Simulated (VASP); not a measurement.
# CdS (P6_3mc) in VASP: settings compared, part 3 of 3

VASP 6.6.1. The steps go on from the part before.

### Step 6. Single point, HSE06

This run uses another cell than the first one, of 25.53 Å³/atom.

POSCAR

```
CdS
1.0
    4.1742971435      0.0000000000      0.0000000000
   -2.0871485718      3.6150473692      0.0000000000
    0.0000000000      0.0000000000      6.7675146898
Cd S
2 2
Direct
    0.6666666667      0.3333333333      0.4989207096
    0.3333333333      0.6666666667     -0.0010792904
    0.6666666667      0.3333333333      0.8760792904
    0.3333333333      0.6666666667      0.3760792904
```

INCAR.step1

```
PREC     = Accurate       # precision mode
ENCUT    = 520            # plane-wave cutoff, eV
EDIFF    = 1E-5           # SCF threshold, eV
ISMEAR   = -1             # smearing method
SIGMA    = 0.05           # smearing width, eV
LREAL    = F              # projectors in reciprocal space
LASPH    = T              # aspherical terms in the spheres
NELM     = 60             # most SCF steps
ALGO     = Normal         # electronic algorithm
ISIF     = 2              # what is computed and relaxed
LWAVE    = T              # write WAVECAR
LCHARG   = F              # write CHGCAR
GGA      = PE             # functional
NBANDS   = 26             # bands
```

INCAR.step2

```
PREC     = Accurate       # precision mode
ENCUT    = 520            # plane-wave cutoff, eV
EDIFF    = 1E-6           # SCF threshold, eV
ISMEAR   = -1             # smearing method
SIGMA    = 0.05           # smearing width, eV
LREAL    = F              # projectors in reciprocal space
LASPH    = T              # aspherical terms in the spheres
NELM     = 60             # most SCF steps
ALGO     = Normal         # electronic algorithm
ISIF     = 2              # what is computed and relaxed
LWAVE    = F              # write WAVECAR
LCHARG   = F              # write CHGCAR
GGA      = PE             # functional
LHFCALC  = T              # exact exchange
HFSCREEN = 0.2079         # screening, 1/A
PRECFOCK = Normal       
ISTART   = 1            
NBANDS   = 26             # bands
```

KPOINTS

```
regular mesh
0
Gamma
  4 4 4
```

Potentials or basis: VASP PAW PBE potentials, release 64 (Cd, S).

Launch:

```
$ cat potpaw_PBE.64/Cd/POTCAR potpaw_PBE.64/S/POTCAR > POTCAR
$ cp INCAR.step1 INCAR
$ mpirun -np 1 vasp_std > vasp.out
$ cp INCAR.step2 INCAR
$ mpirun -np 1 vasp_std > vasp.out
```

OUTCAR:

```text
PREC = Accurate
   ENCUT = 520
   EDIFF = 1E-6
   ISMEAR = -1
   LREAL = F
   LASPH = T
   NELM = 60
   ISIF = 2
   GGA = PE
   LHFCALC = T
   HFSCREEN = 0.2079
   PRECFOCK = Normal
   ISTART = 1

 ion  position               nearest neighbor table
   1  0.667  0.333  0.499-   4 2.55   4 2.55   4 2.55   3 2.55
   2  0.333  0.667  0.999-   3 2.55   3 2.55   3 2.55   4 2.55
   3  0.667  0.333  0.876-   2 2.55   2 2.55   2 2.55   1 2.55
   4  0.333  0.667  0.376-   1 2.55   1 2.55   1 2.55   2 2.55

  LATTYP: Found a hexagonal cell.
 ALAT       =     4.1742971435
 C/A-ratio  =     1.6212345353

  Lattice vectors:

 A1 = (   4.1742971435,   0.0000000000,   0.0000000000)
 A2 = (  -2.0871485718,   3.6150473692,   0.0000000000)
 A3 = (   0.0000000000,   0.0000000000,   6.7675146898)

Analysis of symmetry for initial positions (statically):
=====================================================================
 Subroutine PRICEL returns:
 Original cell was already a primitive cell.
[... 167 lines left out ...]
  free energy    TOTEN  =       -15.23180581 eV

  energy without entropy =      -15.23180581  energy(sigma->0) =      -15.23180581

 E-fermi :   1.5253     XC(G=0):  -7.4801

 val. band max:        0.4218311584   @ k =   0.0000   0.0000   0.0000
 cond. band min:       2.6124070067   @ k =   0.0000   0.0000   0.0000
 fundamental gap:      2.1905758483
 Fermi energy:         1.5252521397

 k-point     1 :       0.0000    0.0000    0.0000
  band No.  band energies     occupation
      1     -12.9517      2.00000
      2     -12.5174      2.00000
      3      -8.3182      2.00000
      4      -8.3112      2.00000
      5      -8.3112      2.00000
      6      -8.2313      2.00000
[... 337 lines left out ...]
     25       9.8745      0.00000
     26       9.8745      0.00000

------------------------ aborting loop because EDIFF is reached ----------------------------------------

  FORCE on cell =-STRESS in cart. coord.  units (eV):
  Direction    XX          YY          ZZ          XY          YZ          ZX
  --------------------------------------------------------------------------------------
  -------------------------------------------------------------------------------------
  Total        0.1757865      0.1757865      0.1762241     -0.0000000      0.0000000      0.0000000
  in kB        2.7578424      2.7578424      2.7647091     -0.0000000      0.0000000      0.0000000
  external PRESSURE =       2.7601313 kB  Pullay stress =       0.0000000 kB

 VOLUME and BASIS-vectors are now :
 -----------------------------------------------------------------------------
  energy-cutoff  :      520.00
  volume of cell :      102.12
      direct lattice vectors                 reciprocal lattice vectors
     4.174297143  0.000000000  0.000000000     0.239561288  0.138310774  0.000000000
    -2.087148572  3.615047369  0.000000000     0.000000000  0.276621548  0.000000000
     0.000000000  0.000000000  6.767514690     0.000000000  0.000000000  0.147764733

 POSITION                                       TOTAL-FORCE (eV/Angst)
 -----------------------------------------------------------------------------------
      2.08715      1.20502      3.37645        -0.000000      0.000000     -0.000119
     -0.00000      2.41003      6.76021         0.000000     -0.000000     -0.000119
      2.08715      1.20502      5.92888         0.000000     -0.000000      0.000119
     -0.00000      2.41003      2.54512        -0.000000      0.000000      0.000119
 -----------------------------------------------------------------------------------
    total drift:                               -0.000001      0.000001     -0.000790

  FREE ENERGIE OF THE ION-ELECTRON SYSTEM (eV)
  ---------------------------------------------------
  free  energy   TOTEN  =       -15.2318058059 eV

  energy  without entropy=      -15.2318058058  energy(sigma->0) =      -15.23180581
```

Run time: 1.5 h. Hardware: 1 thread of Oxide Virtual Turin-like, shared host; peak memory 0.33 GiB.

Results:

* Free energy: -15.2318 eV
* Pressure: 0.3 GPa
* Band gap on the k mesh: 2.19 eV

Caveat: the k points lie up to 0.43 Å⁻¹ apart; the PAW data sets were made with another functional, which shifts forces and pressure a little.

### Step 7. The runs side by side

| level | cell | k mesh | share of exact exchange | screening parameter | gap on the mesh (eV) | pressure (GPa) | largest force (eV/Å) |
| --- | --- | --- | --- | --- | --- | --- | --- |
| PBE-based screened hybrid with 20 % exact exchange | a = 4.150, b = 4.150, c = 6.737 Å, angles 90.0, 90.0, 120.0°, 4 atoms, atomic positions A | 4 × 4 × 2 | 0.2 | 0.2 1/Å | 2.03 | 1.5 | 0.06 |
| PBE-based screened hybrid with 25 % exact exchange | a = 4.150, b = 4.150, c = 6.737 Å, angles 90.0, 90.0, 120.0°, 4 atoms, atomic positions A | 4 × 4 × 2 | 0.25 | 0.2 1/Å | 2.25 | 1.3 | 0.06 |
| PBE-based screened hybrid with 30 % exact exchange | a = 4.150, b = 4.150, c = 6.737 Å, angles 90.0, 90.0, 120.0°, 4 atoms, atomic positions A | 4 × 4 × 2 | 0.3 | 0.2 1/Å | 2.48 | 1.0 | 0.06 |
| PBE0 | a = 4.170, b = 4.170, c = 6.761 Å, angles 90.0, 90.0, 120.0°, 4 atoms, atomic positions B | 4 × 4 × 2 | 0.25 | - | 2.91 | 0.2 | - |
| HSE06 | a = 4.174, b = 4.174, c = 6.768 Å, angles 90.0, 90.0, 120.0°, 4 atoms, atomic positions B | 4 × 4 × 4 | 0.25 | 0.2079 1/Å | 2.19 | 0.3 | - |

Alike in all rows: task single point; potentials or basis VASP PAW PBE potentials, release 64 (Cd, S); no spin polarisation; cutoff (eV) 520; smearing fermi-dirac 0.05 eV.

Caveats: all runs use coarse meshes; the PAW data sets were made with another functional, which shifts forces and pressure a little.

Absolute energies hang on the potentials; compare differences alone.
